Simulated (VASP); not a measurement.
Here is a VASP 6.6.1 calculation.

Contents of INCAR:

```
ALGO = Normal
EDIFF = 1E-8
ENCUT = 520
GGA = PS
ISIF = 2
ISMEAR = -1
LASPH = True
LCHARG = False
LEFG = True
LREAL = False
LWAVE = False
NBANDS = 10
NELM = 80
PREC = Accurate
SIGMA = 0.05
```

The input KPOINTS:

```
k-points
0
Gamma
  12 12 12
```

POSCAR

```
Na
1.0
   -2.1590301515      2.1590301515      2.1590301515
    2.1590301515     -2.1590301515      2.1590301515
    2.1590301515      2.1590301515     -2.1590301515
Na
1
Direct
    0.0000000000      0.0000000000      0.0000000000
```

Potentials or basis: VASP PAW PBE potentials, release 64 (Na_pv).

Run with:

```console
$ cat potpaw_PBE.64/Na_pv/POTCAR > POTCAR
$ mpirun -np 1 vasp_std > vasp.out
```

Q: What does it give for the pressure?

A: -0.7 GPa.

Caveat: without QUAD_EFG the Cq values of the log hold for a quadrupole moment of 1 mb, not for the nuclei; the PAW data sets were made with another functional, which shifts forces and pressure a little.
